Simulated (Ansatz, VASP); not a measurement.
# AlRu in VASP and in Ansatz

```
Ru Al
1.0
     2.75712    0.00000    0.00000
    -1.37856    2.38773    0.00000
     0.00000    0.00000    3.77791
Ru Al
1 1
Direct
  0.00000 0.00000 0.00000
  0.33333 0.66667 0.50000
```

Change from the starting cell: volume scaled by 0.88, LAPW.

Alike in both runs: task single point; functional PBE; k mesh 13 × 13 × 12; occupations fermi-dirac, width 0.05 eV; no spin polarisation.

```csv
,VASP,Ansatz
version,VASP 6.6.1,Ansatz 0.2.0
potentials or method,"VASP PAW PBE potentials, release 64 (Ru_pv, Al), cutoff 520 eV","all-electron LAPW, scalar-relativistic"
```

```csv
,VASP,Ansatz,Ansatz less VASP
pressure (GPa),32.1,32.0,-0.19
```

Both programs put the cell under a high pressure, so it lies far from rest at this level. Ansatz ran all-electron here, and VASP with PAW potentials.
